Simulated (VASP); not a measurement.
Here is a VASP 6.6.1 calculation.

The input INCAR:

```
PREC = Accurate
ENCUT = 500
EDIFF = 1E-6
ISMEAR = -1
SIGMA = 0.1
LREAL = F
LASPH = T
NELM = 120
ALGO = Normal
ISIF = 2
LWAVE = F
LCHARG = F
GGA = CA
NBANDS = 10
GGA_COMPAT = F
```

KPOINTS

```
regular mesh
0
Gamma
  10 10 10
```

POSCAR

```
Ir
1.0
    0.0000000000      1.9058972467      1.9058972467
    1.9058972467      0.0000000000      1.9058972467
    1.9058972467      1.9058972467      0.0000000000
Ir
1
Direct
    0.0000000000      0.0000000000      0.0000000000
```

Potentials or basis: VASP PAW LDA potentials, release 64 (Ir).

The run is started by

```bash
$ cat potpaw_LDA.64/Ir/POTCAR > POTCAR
$ mpirun -np 1 vasp_std > vasp.out
```

Predict the pressure.

2.6 GPa.
